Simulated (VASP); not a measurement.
# C (P6_3/mmc) in VASP: notebook, part 2 of 2

VASP 6.6.1. The steps go on from the part before.

## Step 3: Single point, revPBE+D3(BJ)

This run uses another cell than the first one, of 5.45 Å³/atom.

File INCAR:

```
PREC = Accurate ; ENCUT = 520
EDIFF = 1E-6 ; ISMEAR = -1
SIGMA = 0.05 ; LREAL = False
LASPH = True ; NELM = 100
ALGO = Normal ; ISIF = 2
LWAVE = False ; LCHARG = False
GGA = RE ; IVDW = 12
NBANDS = 26
```

File KPOINTS:

```
regular mesh
0
Gamma
  12 12 4
```

File POSCAR:

```
C
1.0
    2.4880133891      0.0000000000      0.0000000000
   -1.2440066945      2.1546827999      0.0000000000
    0.0000000000      0.0000000000      8.1257741910
C
8
Direct
    0.6666666667      0.3333333333      0.8437500000
    0.3333333333      0.6666666667      0.3437500000
    0.6666666667      0.3333333333      0.6562500000
    0.3333333333      0.6666666667      0.1562500000
    0.0000000000      0.0000000000      0.9062500000
    0.0000000000      0.0000000000      0.4062500000
    0.0000000000      0.0000000000      0.5937500000
    0.0000000000      0.0000000000      0.0937500000
```

Potentials or basis: VASP PAW PBE potentials, release 64 (C).

Run with:

```
$ cat potpaw_PBE.64/C/POTCAR > POTCAR
$ mpirun -np 1 vasp_std > vasp.out
```

OUTCAR:

```text
PREC = Accurate
   ENCUT = 520
   EDIFF = 1E-6
   ISMEAR = -1
   LREAL = False
   LASPH = True
   NELM = 100
   ISIF = 2
   GGA = RE
   IVDW = 12
 IVDW          = 12

 ion  position               nearest neighbor table
   1  0.667  0.333  0.844-   3 1.52   5 1.52   5 1.52   5 1.52
   2  0.333  0.667  0.344-   4 1.52   6 1.52   6 1.52   6 1.52
   3  0.667  0.333  0.656-   1 1.52   7 1.52   7 1.52   7 1.52
   4  0.333  0.667  0.156-   2 1.52   8 1.52   8 1.52   8 1.52
   5  0.000  0.000  0.906-   8 1.52   1 1.52   1 1.52   1 1.52
   6  0.000  0.000  0.406-   7 1.52   2 1.52   2 1.52   2 1.52
[... 916 lines left out ...]
  Total       2.93277     2.93277     6.64388     0.00000    -0.00000    -0.00000
  in kB     107.86688   107.86688   244.36066     0.00000    -0.00000    -0.00000
  external pressure =      153.36 kB  Pullay stress =        0.00 kB

 VOLUME and BASIS-vectors are now :
 -----------------------------------------------------------------------------
  energy-cutoff  :      520.00
  volume of cell :       43.56
      direct lattice vectors                 reciprocal lattice vectors
     2.488013389  0.000000000  0.000000000     0.401927097  0.232052718  0.000000000
    -1.244006694  2.154682800  0.000000000     0.000000000  0.464105436  0.000000000
     0.000000000  0.000000000  8.125774191     0.000000000  0.000000000  0.123065197

 POSITION                                       TOTAL-FORCE (eV/Angst)
 -----------------------------------------------------------------------------------
      1.24401      0.71823      6.85612        -0.000000      0.000000      0.341448
     -0.00000      1.43646      2.79323        -0.000000     -0.000000      0.341448
      1.24401      0.71823      5.33254         0.000000      0.000000     -0.341448
     -0.00000      1.43646      1.26965        -0.000000      0.000000     -0.341448
      0.00000      0.00000      7.36398        -0.000000      0.000000      0.351090
      0.00000      0.00000      3.30110         0.000000     -0.000000      0.351090
      0.00000      0.00000      4.82468         0.000000      0.000000     -0.351090
      0.00000      0.00000      0.76179         0.000000     -0.000000     -0.351090
 -----------------------------------------------------------------------------------
    total drift:                               -0.000000      0.000000      0.000000

  FREE ENERGIE OF THE ION-ELECTRON SYSTEM (eV)
  ---------------------------------------------------
  free  energy   TOTEN  =       -72.5076923040 eV

  energy  without entropy=      -72.5076923040  energy(sigma->0) =      -72.50769230
```

OSZICAR:

```text
N       E                     dE             d eps       ncg     rms          rms(c)
DAV:   1     0.689605110889E+02    0.68961E+02   -0.16554E+04  2964   0.120E+03
DAV:   2    -0.669455324654E+02   -0.13591E+03   -0.12777E+03  3928   0.232E+02
DAV:   3    -0.718081687882E+02   -0.48626E+01   -0.48272E+01  4006   0.386E+01
DAV:   4    -0.718472628892E+02   -0.39094E-01   -0.39046E-01  3782   0.388E+00
DAV:   5    -0.718478584767E+02   -0.59559E-03   -0.59527E-03  3936   0.445E-01    0.119E+01
DAV:   6    -0.698654604835E+02    0.19824E+01   -0.12266E+00  3416   0.603E+00    0.720E+00
DAV:   7    -0.692087742841E+02    0.65669E+00   -0.15321E+00  3504   0.703E+00    0.148E+00
DAV:   8    -0.692142375361E+02   -0.54633E-02   -0.39041E-02  3782   0.107E+00    0.105E-01
DAV:   9    -0.692145021569E+02   -0.26462E-03   -0.73848E-04  3914   0.173E-01    0.388E-02
DAV:  10    -0.692146109077E+02   -0.10875E-03   -0.12144E-04  3550   0.780E-02    0.121E-02
DAV:  11    -0.692146131191E+02   -0.22114E-05   -0.44720E-06  3778   0.146E-02    0.344E-03
DAV:  12    -0.692146135561E+02   -0.43699E-06   -0.18168E-07  2510   0.291E-03
   1 F= -.72507692E+02 E0= -.72507692E+02  d E =-.537499E-10
```

It took 95 s on 1 thread of Intel Xeon 8259CL, shared host; peak memory 0.21 GiB.

What came out:

```yaml
Free_energy: -72.5077 eV
Pressure: 15.3 GPa
Largest_force: 0.351 eV/Å
Band_gap_on_the_k_mesh: 4.50 eV (least direct gap 5.27 eV)
Dispersion_energy_per_atom: -0.412 eV
```

Forces on the atoms (eV/Å):
```
C    0.000  0.000  0.341
C    0.000  0.000  0.341
C    0.000  0.000 -0.341
C    0.000  0.000 -0.341
C    0.000  0.000  0.351
C    0.000  0.000  0.351
C    0.000  0.000 -0.351
C    0.000  0.000 -0.351
```

Stress tensor (GPa, compression positive):
```
10.79  0.00  0.00
 0.00 10.79  0.00
 0.00  0.00 24.44
```

Caveat: the cell stands under pressure; the PAW data sets were made with another functional, which shifts forces and pressure a little. A k mesh can miss the band edges.
